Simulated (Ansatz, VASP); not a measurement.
Two plane-wave programs on BN

```
B N
1.0
     0.00000    1.79000    1.79000
     1.79000    0.00000    1.79000
     1.79000    1.79000    0.00000
B N
1 1
Direct
  0.00000 0.00000 0.00000
  0.75000 0.75000 0.75000
```

Alike in both runs: functional LDA; k mesh 12 × 12 × 12; occupations gaussian, width 0.02 eV; no spin polarisation.

Ansatz relaxed the structure, and its values are those at the end. VASP's run is a single point on that final structure, the one shown.

|  | VASP | Ansatz |
| --- | --- | --- |
| version | VASP 6.6.1 | Ansatz 0.2.0 |
| potentials or method | VASP PAW LDA potentials, release 64 (B, N), cutoff 600 eV | scalar-relativistic, plane waves, PAW |
| valence electrons in the cell | 8 | 8 |

VASP gave:

| Quantity | Value |
| --- | --- |
| gap on the k mesh at the Fermi level (eV) | 4.38 |
| least direct gap on the mesh (eV) | 8.82 |
| pressure (GPa) | 1.0 |

**Question.** Which values does Ansatz return?

**Answer.** gap on the k mesh at the Fermi level (eV): 4.39; least direct gap on the mesh (eV): 8.83; pressure (GPa): 0.0.

Ansatz warns that its potentials were made for another functional, while VASP's fit it. LDA's correlation is that of Perdew and Zunger in VASP and of Perdew and Wang (1992) in Ansatz.
